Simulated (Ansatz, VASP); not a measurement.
One calculation of Cs4Ti, two programs

```
Cs Ti
1.0
     6.24701    0.00000    0.00000
     0.00000    6.24701    0.00000
     0.00000    0.00000    6.24701
Cs Ti
4 1
Cartesian
  1.5618 1.5618 1.5618
  4.6853 4.6853 1.5618
  1.5618 4.6853 4.6853
  4.6853 1.5618 4.6853
  0.0000 0.0000 0.0000
```

Change from the starting cell: species swapped into the SnI4 type (P-43m, No. 215).

Alike in both runs: task single point; functional PBE; k mesh 4 × 4 × 4; occupations gaussian, width 0.1 eV; no spin polarisation.

|  | VASP | Ansatz |
| --- | --- | --- |
| version | VASP 6.6.1 | Ansatz 0.2.0 |
| potentials or method | VASP PAW PBE potentials, release 64 (Cs_sv, Ti_sv), cutoff 520 eV | scalar-relativistic, plane waves, PAW |
| valence electrons in the cell | 48 | 48 |

VASP gave:

| Item | Value |
| --- | --- |
| gap on the k mesh at the Fermi level (eV) | none |
| pressure (GPa) | 2.8 |

Task: Estimate Ansatz's values.

Result: gap on the k mesh at the Fermi level (eV): none; pressure (GPa): 2.5.

A gap of «none» marks a metal or a gap that the smearing closes.

Spin-orbit coupling is off throughout.
